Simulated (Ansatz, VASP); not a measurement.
Ga in VASP and in Ansatz

File INCAR:

```
ALGO = Fast
EDIFF = 1E-7
EDIFFG = -0.01
ENCUT = 600
GGA = PE
IBRION = 2
ISIF = 3
ISMEAR = 0
LASPH = True
LCHARG = False
LREAL = False
LWAVE = False
NELM = 60
NSW = 100
PREC = Accurate
SIGMA = 0.1
```

KPOINTS

```
k-points
0
Gamma
  20 20 20
```

File POSCAR:

```
Ga
1.0
    2.7917707267      0.0000000000      0.0000000000
    0.0000000000      2.7917707267      0.0000000000
    0.0000000000      0.0000000000      2.6352891675
Ga
1
Direct
    0.5000000000      0.5000000000      0.5000000000
```

Input for Ansatz:

```yaml
crystal:
  lattice:
    - [2.7917707267, 0.0, 0.0]
    - [0.0, 2.7917707267, 0.0]
    - [0.0, 0.0, 2.6352891675]
  atoms:
    - { symbol: Ga, position: [0.5, 0.5, 0.5] }
basis:
  ecutwfc: 420
kpoints:
  mp_grid: { grid: [20, 20, 20] }
hamiltonian:
  xc: pbe
scf:
  occupations: { method: gaussian, width: 0.1 }
output:
  forces: true
  stress: true
  eigenvalues: true
  write_density: true
  write_potential: true
  elf: true
  volumetric_format: npy
relax:
  adjacent_minimum: "off"
  f_tol: 0.01
  max_steps: 80
  cell: { stress_tol: 0.05 }
```

Alike in both runs: task relaxation of cell and atoms; functional PBE; k mesh 20 × 20 × 20; occupations gaussian, width 0.1 eV; no spin polarisation.

```csv
,VASP,Ansatz
version,VASP 6.6.1,Ansatz 0.2.0
potentials or method,"VASP PAW PBE potentials, release 64 (Ga_d), cutoff 600 eV","scalar-relativistic, plane waves, PAW"
valence electrons in the cell,13,13
```

VASP gave:

```
gap on the k mesh at the Fermi level, each at its own relaxed structure (eV) : none
relaxed volume (Å³/atom)                                                     : 20.09
relaxed length of the cell vector where the two differ most in proportion (Å)              : 2.719
```

Q: What did Ansatz give for the same quantities?

A: gap on the k mesh at the Fermi level, each at its own relaxed structure (eV): none; relaxed volume (Å³/atom): 20.06; relaxed length of the cell vector where the two differ most in proportion (Å): 2.717.

A gap of «none» marks a metal or a gap that the smearing closes.
